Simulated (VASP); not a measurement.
# GaN: single point with r2SCAN

GaN:

```xyz
2
Lattice="2.2415 2.2415 0.0000 -2.2415 2.2415 0.0000 0.0000 2.2415 2.2415" Properties=species:S:1:pos:R:3 pbc="T T T"
Ga    0.0000    0.0000    0.0000
N    -1.1207    3.3622    1.1207
```

```json
{
 "Program": "VASP 6.6.1",
 "Task": "single point",
 "Functional": "r2SCAN",
 "Potentials or basis": "VASP PAW PBE potentials, release 64 (Ga_d, N)",
 "Cutoff": "520 eV",
 "k mesh": "10 × 10 × 10",
 "Occupations": "gaussian, width 0.01 eV",
 "Spin": "no spin polarisation",
 "Dipole correction": "no",
 "Further INCAR settings": "ALGO = Normal; EDIFF = 1e-06; NBANDS = 16"
}
```

* Pressure: 3.2 GPa
* Band gap on the k mesh: 2.23 eV

Levels at points of the mesh, in eV from the valence-band top:
| k point | band 6 | band 7 | band 8 | band 9 | band 10 | band 11 | band 12 | band 13 |
| --- | --- | --- | --- | --- | --- | --- | --- | --- |
| (0.00, 0.00, 0.00) | -13.48 | 0.00 | 0.00 | 0.00 | 2.23 | 11.11 | 11.11 | 11.11 |
| (0.50, 0.00, 0.00) | -12.35 | -7.26 | -1.02 | -1.02 | 5.28 | 9.53 | 11.09 | 11.09 |
| (0.50, 0.50, 0.00) | -11.97 | -6.29 | -2.84 | -2.84 | 3.77 | 7.34 | 12.71 | 15.12 |

Run time: 24 s on 1 thread of Intel(R) Xeon(R) 6975P-C (Granite Rapids), on a shared host, peak memory 0.15 GiB.

Caveat: the cell stands under pressure; the PAW data sets were made with another functional, which shifts forces and pressure a little.
